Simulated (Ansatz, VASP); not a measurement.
## Ta in VASP and in Ansatz

```xyz
8
Lattice="4.6149 0.0000 0.0000 -2.3074 3.9966 0.0000 0.0000 0.0000 7.7289" Properties=species:S:1:pos:R:3 pbc="T T T"
Ta   -0.7465    1.2930    0.0000
Ta    1.4931    0.0000    0.0000
Ta    1.5609    2.7036    0.0000
Ta   -1.5609    2.7036    3.8645
Ta    3.1218    0.0000    3.8645
Ta    0.7465    1.2930    3.8645
Ta    2.3074    1.3322    5.7967
Ta    0.0000    2.6644    1.9322
```

Change from the starting cell: strain -0.080 along x and y, -0.080 along z, atoms carried along.

Alike in both runs: task single point; functional r2SCAN; k mesh 12 × 12 × 6; occupations gaussian, width 0.15 eV; no spin polarisation.

```csv
,VASP,Ansatz
version,VASP 6.6.1,Ansatz 0.2.0
potentials or method,"VASP PAW PBE potentials, release 64 (Ta_pv), cutoff 520 eV","scalar-relativistic, plane waves, PAW"
valence electrons in the cell,88,104
```

```csv
,VASP,Ansatz,Ansatz less VASP
gap on the k mesh at the Fermi level (eV),none,none,-
pressure (GPa),52.0,50.7,-1.36
"traceless stress, the component that is largest in VASP (GPa)",-6.43,-6.46,-0.037
rms of the force components (eV/Å),0.459,0.458,-0.0008
```

VASP's potentials were made for PBE, not for r2SCAN. Atom by atom the forces differ by 0.001 eV/Å (rms over components). A gap of «none» marks a metal or a gap that the smearing closes. Both programs put the cell under a high pressure, so it lies far from rest at this level. With one functional, cell and mesh, what is left measures potentials, basis and numerics. VASP's potentials hold 88 valence electrons a cell and Ansatz's 104, so a difference there can come from the potentials and not from the codes.

Spin-orbit coupling is off throughout.
